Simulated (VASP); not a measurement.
Wanted: the native input for a VASP 6.6.1 run.

```yaml
Task: single point
Functional: PBEsol
Potentials_or_basis: VASP PAW PBE potentials, release 64 (K_sv, Br)
Cutoff: 520 eV
k_mesh: 6 × 6 × 6
Occupations: gaussian, width 0.05 eV
Spin: no spin polarisation
Dipole_correction: no
Further_INCAR_settings: ALGO = Normal; EDIFF = 1e-06; NBANDS = 15
```

The structure of KBr lies in POSCAR:

```
KBr
1.0
    0.0000000000      3.1608000000      3.5559000000
    3.1608000000      0.0000000000      3.5559000000
    3.1608000000      3.1608000000      0.0000000000
K Br
1 1
Direct
    0.0000000000      0.0000000000      0.0000000000
    0.5000000000      0.5000000000      0.5000000000
```

This cell differs from its parent crystal: strain -0.040 along x and y, +0.080 along z.

These files were run (other wordings do the same):

INCAR

```
SYSTEM = KBr
PREC = Accurate ; ENCUT = 520
EDIFF = 1E-6 ; ISMEAR = 0
SIGMA = 0.05 ; LREAL = .FALSE.
LASPH = .TRUE. ; NELM = 80
ALGO = Normal ; ISIF = 2
LWAVE = .FALSE. ; LCHARG = .TRUE.
GGA = PS ; LELF = .TRUE.
LVHAR = .TRUE. ; NBANDS = 15
```

KPOINTS

```
Automatic mesh
0
G
  6 6 6
  0 0 0
```

Potentials or basis: VASP PAW PBE potentials, release 64 (K_sv, Br).

The run is started by

```sh
$ cat potpaw_PBE.64/K_sv/POTCAR potpaw_PBE.64/Br/POTCAR > POTCAR
$ mpirun -np 1 vasp_std > vasp.out
```

Results of the run:

The pressure is 0.5 GPa and the band gap on the k mesh is 4.26 eV, direct.

Caveat: the cell differs from its parent crystal (strain -0.040 along x and y, +0.080 along z); the PAW data sets were made with another functional, which shifts forces and pressure a little.

Wall time 19 s on 1 thread of Intel(R) Xeon(R) Platinum 8488C (Sapphire Rapids), with other jobs on the host, peak memory 0.21 GiB.
